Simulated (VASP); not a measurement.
MgO: single point with LDA

The system is MgO.

```
Mg O
1.0
     3.02616    0.00000    0.00000
    -1.51308    2.62073    0.00000
     0.00000    0.00000    2.63948
Mg O
1 1
Direct
  0.00000 0.00000 0.00000
  0.33333 0.66667 0.50000
```

This cell differs from its parent crystal: strain +0.030 along x and y, -0.015 along z.

* Program: VASP 6.6.1
* Task: single point
* Functional: LDA
* Potentials or basis: VASP PAW LDA potentials, release 64 (Mg_sv, O)
* Cutoff: 750 eV
* k mesh: 9 × 9 × 8
* Occupations: gaussian, width 0.05 eV
* Spin: no spin polarisation

```json
{
 "Pressure": "-13.3 GPa",
 "Band gap on the k mesh": "2.35 eV (least direct gap 2.67 eV)"
}
```

Stress tensor (GPa, compression positive):
```
-19.78   0.00   0.00
  0.00 -19.78   0.00
  0.00   0.00  -0.33
```

Levels at points of the mesh, in eV from the valence-band top:
```csv
k point,band 6,band 7,band 8,band 9,band 10,band 11
"(0.00, 0.00, 0.00)",-1.12,-1.12,-0.32,2.35,11.43,14.01
"(0.00, 0.00, 0.50)",-5.40,-0.52,-0.52,7.22,8.49,16.55
```

Run time: 17 s on 1 thread of AMD EPYC 7R13 Processor (Zen 3) (shared host), peak memory 0.12 GiB.

Caveat: the cell differs from its parent crystal (strain +0.030 along x and y, -0.015 along z); the cell stands under tension; an odd mesh through Γ misses points on the zone boundary, where band edges can lie.
